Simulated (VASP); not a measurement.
Here is a VASP 6.6.1 calculation.

The input INCAR:

```
SYSTEM = AlN
PREC = Accurate
ENCUT = 520
EDIFF = 1E-6
ISMEAR = -1
SIGMA = 0.05
LREAL = .FALSE.
LASPH = .TRUE.
NELM = 100
ALGO = Normal
ISIF = 2
LWAVE = .FALSE.
LCHARG = .FALSE.
GGA = RE
IVDW = 13
NBANDS = 11
```

KPOINTS

```
Automatic mesh
0
G
  10 10 10
  0 0 0
```

File POSCAR:

```
AlN
1.0
    0.0000000000      2.1743329222      2.1743329222
    2.1743329222      0.0000000000      2.1743329222
    2.1743329222      2.1743329222      0.0000000000
Al N
1 1
Direct
    0.0000000000      0.0000000000      0.0000000000
    0.2500000000      0.2500000000      0.2500000000
```

Potentials or basis: VASP PAW PBE potentials, release 64 (Al, N).

Run with:

```sh
$ cat potpaw_PBE.64/Al/POTCAR potpaw_PBE.64/N/POTCAR > POTCAR
$ mpirun -np 1 vasp_std > vasp.out
```

Task: What does it give for the dispersion energy per atom?

Result: -0.595 eV.

Task: Predict the band gap on the k mesh.

Result: 3.36 eV, indirect (least direct gap 4.34 eV).

Task: Estimate the pressure.

Result: -0.4 GPa.

Caveat: the PAW data sets were made with another functional, which shifts forces and pressure a little. A k mesh can miss the band edges.
